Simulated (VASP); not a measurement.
# Ge4P (I-43m) in VASP: single point with PBE

Aim: the single point of Ge4P with PBE.

All numbers are computed with VASP 6.6.1; they aren't measurements. Logs are shortened: lines on timing, memory, paths and dates and some standing lists are left out, and cuts for length are marked.

## 1. The cell of the first run

It takes space group I-43m (No. 217, cubic). The conventional cell has a = 5.985 Å, b = 5.985 Å, c = 5.985 Å, α = 90.00°, β = 90.00°, γ = 90.00°. Within 3.3 Å of Ge (site symmetry 3m) lie 2 P at 2.53 to 2.65 Å and 6 Ge at 2.99 Å. Within 3.3 Å of P (site symmetry -43m) lie 8 Ge at 2.53 to 2.65 Å.

The cell was generated, and may not be a known phase.

## 2. Single point, PBE

INCAR reads:

```
SYSTEM = Ge4P
PREC     = Accurate       ! precision mode
ENCUT    = 520            ! plane-wave cutoff, eV
EDIFF    = 1E-7           ! SCF threshold, eV
ISMEAR   = 0              ! smearing method
SIGMA    = 0.1            ! smearing width, eV
LREAL    = .FALSE.        ! projectors in reciprocal space
LASPH    = .TRUE.         ! aspherical terms in the spheres
NELM     = 80             ! most SCF steps
ALGO     = Fast           ! electronic algorithm
ISIF     = 2              ! what is computed and relaxed
LWAVE    = .FALSE.        ! write WAVECAR
LCHARG   = .TRUE.         ! write CHGCAR
GGA      = PE             ! functional
LELF     = .TRUE.         ! ELF
LVHAR    = .TRUE.       
NBANDS   = 38             ! bands
```

KPOINTS reads:

```
regular mesh
0
G
  10 10 10
  0 0 0
```

POSCAR reads:

```
Ge4P
1.0
   -2.9922690187      2.9922690187      2.9922690187
    2.9922690187     -2.9922690187      2.9922690187
    2.9922690187      2.9922690187     -2.9922690187
Ge P
4 1
Direct
    0.4879179702      0.4879179702      0.4879179702
    0.0000000000      0.0000000000      0.5120820298
    0.0000000000      0.5120820298      0.0000000000
    0.5120820298      0.0000000000      0.0000000000
    0.0000000000      0.0000000000      0.0000000000
```

Potentials or basis: VASP PAW PBE potentials, release 64 (Ge_d, P).

The run is started by

```bash
$ cat potpaw_PBE.64/Ge_d/POTCAR potpaw_PBE.64/P/POTCAR > POTCAR
$ mpirun -np 1 vasp_std > vasp.out
```

OUTCAR:

```text
SYSTEM = Ge4P
   PREC = Accurate
   ENCUT = 520
   EDIFF = 1E-7
   ISMEAR = 0
   LREAL = .FALSE.
   LASPH = .TRUE.
   NELM = 80
   ISIF = 2
   GGA = PE

 ion  position               nearest neighbor table
   1  0.488  0.488  0.488-   5 2.53   5 2.65
   2  0.000  0.000  0.512-   5 2.53   5 2.65
   3  0.000  0.512  0.000-   5 2.53   5 2.65
   4  0.512  0.000  0.000-   5 2.53   5 2.65
   5  0.000  0.000  0.000-   1 2.53   2 2.53   3 2.53   4 2.53   3 2.65   2 2.65   4 2.65   1 2.65

  LATTYP: Found a body centered cubic cell.
 ALAT       =     5.9845380374

  Lattice vectors:

 A1 = (  -2.9922690187,   2.9922690187,   2.9922690187)
 A2 = (   2.9922690187,  -2.9922690187,   2.9922690187)
 A3 = (   2.9922690187,   2.9922690187,  -2.9922690187)

Analysis of symmetry for initial positions (statically):
=====================================================================
 Subroutine PRICEL returns:
 Original cell was already a primitive cell.

 Routine SETGRP: Setting up the symmetry group for a
 body centered cubic supercell.

 Subroutine GETGRP returns: Found 24 space group operations
 (whereof 24 operations were pure point group operations)
 out of a pool of 48 trial point group operations.

The static configuration has the point symmetry T_d .

Analysis of symmetry for dynamics (positions and initial velocities):
=====================================================================
 Subroutine PRICEL returns:
 Original cell was already a primitive cell.

 Routine SETGRP: Setting up the symmetry group for a
 body centered cubic supercell.

 Subroutine GETGRP returns: Found 24 space group operations
 (whereof 24 operations were pure point group operations)
 out of a pool of 48 trial point group operations.

The dynamic configuration has the point symmetry T_d .

 Subroutine INISYM returns: Found 24 space group operations
 (whereof 24 operations are pure point group operations),
 and found     1 'primitive' translations

----------------------------------------------------------------------------------------

                                     Primitive cell

  volume of cell :     107.1672

  direct lattice vectors                    reciprocal lattice vectors
    -2.992269019  2.992269019  2.992269019     0.000000000  0.167097275  0.167097275
     2.992269019 -2.992269019  2.992269019     0.167097275  0.000000000  0.167097275
[... 93 lines left out ...]
   EDIFFG = 0.1E-05   stopping-criterion for IOM
   NSW    =      0    number of steps for IOM
   IBRION =     -1    ionic relax: 0-MD 1-quasi-New 2-CG
   NFREE  =      0    steps in history (QN), initial steepest desc. (CG)
   ISIF   =      2    stress and relaxation
   ISYM   =      2    0-nonsym 1-usesym 2-fastsym
   POTIM  = 0.5000    time-step for ionic-motion
   TEBEG  =    0.0;   TEEND  =   0.0 temperature during run
   PSTRESS=    0.0 pullay stress
   NELECT =      61.0000    total number of electrons
   NUPDOWN=      -1.0000    fix difference up-down
   EMIN   =  10.00;   EMAX   =-10.00  energy-range for DOS
   EFERMI =   0.00;   METHOD = LEGACY
   ISMEAR =     0;   SIGMA  =   0.10  broadening in eV -4-tet -1-fermi 0-gaus
   EFERMI_NEDOS =   21; number of points for ismear=-14 and -15
   IALGO  =     68    algorithm
   IMIX   =      4    mixing-type and parameters
     AMIX     =   0.40;   BMIX     =  1.00
     AMIX_MAG =   1.60;   BMIX_MAG =  1.00
  volume/ion in A,a.u.               =      21.43       144.64
  Fermi-wavevector in a.u.,A,eV,Ry     =   1.356743  2.563872 25.044932  1.840751
  Thomas-Fermi vector in A             =   2.483720
   LORBIT       =      0    0 simple, 1 ext, 2 COOP (PROOUT), +10 PAW based schemes
   GGA     = PE    functional components
   LHFCALC =     F    Hartree Fock is set to
   AEXX    =    0.0000 exact exchange contribution
   IVDW    =     0    specifies the selected vdW correction
   LEPSILON=     F    determine dielectric tensor
   LRPA    =     F    only Hartree local field effects (RPA)
 non-spin polarized calculation
 RMM-DIIS sequential band-by-band and
 Gauss-broadening in eV      SIGMA  =   0.10
  energy-cutoff  :      520.00
  volume of cell :      107.17
 maximum number of plane-waves:      2912
   NGX = 19   NGY = 19   NGZ = 19

 number of electron      60.9999933 magnetization

 Free energy of the ion-electron system (eV)
  ---------------------------------------------------
  ext. energy  EPLUGINS =         0.00000000
  ---------------------------------------------------
  free energy    TOTEN  =       -21.08089325 eV

  energy without entropy =      -21.06274595  energy(sigma->0) =      -21.07181960

 E-fermi :   5.2490     XC(G=0): -10.2792

 val. band max:        5.2321041696   @ k =   0.3000   0.2000   0.1000
 cond. band min:       5.2534966455   @ k =   0.3000   0.2000   0.2000
 fundamental gap:      0.0213924759
 Fermi energy:         5.2490233135

 k-point     1 :       0.0000    0.0000    0.0000
  band No.  band energies     occupation
      1     -19.4092      2.00000
      2     -19.4092      2.00000
      3     -19.4089      2.00000
      4     -19.3639      2.00000
      5     -19.3639      2.00000
      6     -19.3639      2.00000
[... 973 lines left out ...]
     37       9.8394      0.00000
     38      10.8436      0.00000

 [... further k-points ...]

------------------------ aborting loop because EDIFF is reached ----------------------------------------

  FORCE on cell =-STRESS in cart. coord.  units (eV):
  Direction    XX          YY          ZZ          XY          YZ          ZX
  --------------------------------------------------------------------------------------
  -------------------------------------------------------------------------------------
  Total       -0.0123341     -0.0123341     -0.0123341      0.0000000      0.0000000      0.0000000
  in kB       -0.1843983     -0.1843983     -0.1843983      0.0000000      0.0000000      0.0000000
  external PRESSURE =      -0.1843983 kB  Pullay stress =       0.0000000 kB

 VOLUME and BASIS-vectors are now :
 -----------------------------------------------------------------------------
  energy-cutoff  :      520.00
  volume of cell :      107.17
      direct lattice vectors                 reciprocal lattice vectors
    -2.992269019  2.992269019  2.992269019     0.000000000  0.167097275  0.167097275
     2.992269019 -2.992269019  2.992269019     0.167097275  0.000000000  0.167097275
     2.992269019  2.992269019 -2.992269019     0.167097275  0.167097275  0.000000000

 POSITION                                       TOTAL-FORCE (eV/Angst)
 -----------------------------------------------------------------------------------
      1.45998      1.45998      1.45998         0.001425      0.001425      0.001425
      1.53229      1.53229     -1.53229        -0.001425     -0.001425      0.001425
      1.53229     -1.53229      1.53229        -0.001425      0.001425     -0.001425
     -1.53229      1.53229      1.53229         0.001425     -0.001425     -0.001425
      0.00000      0.00000      0.00000         0.000000      0.000000     -0.000000
 -----------------------------------------------------------------------------------
    total drift:                               -0.000003     -0.000003     -0.000004

  FREE ENERGIE OF THE ION-ELECTRON SYSTEM (eV)
  ---------------------------------------------------
  free  energy   TOTEN  =       -21.0808932512 eV

  energy  without entropy=      -21.0627459535  energy(sigma->0) =      -21.07181960
```

Run time: 8 min. Hardware: 1 thread of Oxide Virtual Turin-like, shared host; peak memory 0.29 GiB.

Results:

```yaml
Free_energy: -21.0809 eV
Pressure: 0.0 GPa
Band_gap_on_the_k_mesh: zero (an odd number of electrons rules out a gap without spin polarisation)
```

Forces in eV/Å, atoms in the order of the input:
```
Ge   0.001  0.001  0.001
Ge  -0.001 -0.001  0.001
Ge  -0.001  0.001 -0.001
Ge   0.001 -0.001 -0.001
P    0.000  0.000  0.000
```

Levels at points of the mesh, in eV from the Fermi level:
```csv
k point,band 26,band 27,band 28,band 29,band 30,band 31,band 32,band 33,band 34,band 35
"(0.00, 0.00, 0.00)",-5.55,-5.55,-5.55,-2.05,-2.05,-2.05,2.72,2.72,3.31,3.31
"(0.50, 0.00, 0.00)",-5.46,-1.63,-1.33,-0.79,-0.28,-0.22,0.67,0.81,1.73,2.04
"(0.50, 0.50, 0.50)",-4.43,-3.41,-0.88,-0.88,-0.88,0.26,0.26,0.26,2.12,5.36
```

Caveat: an odd number of electrons without spin polarisation forces a metal; a magnetic or distorted state may lie lower.

The gap in the log of VASP goes by the Fermi energy; the results here count the filled bands.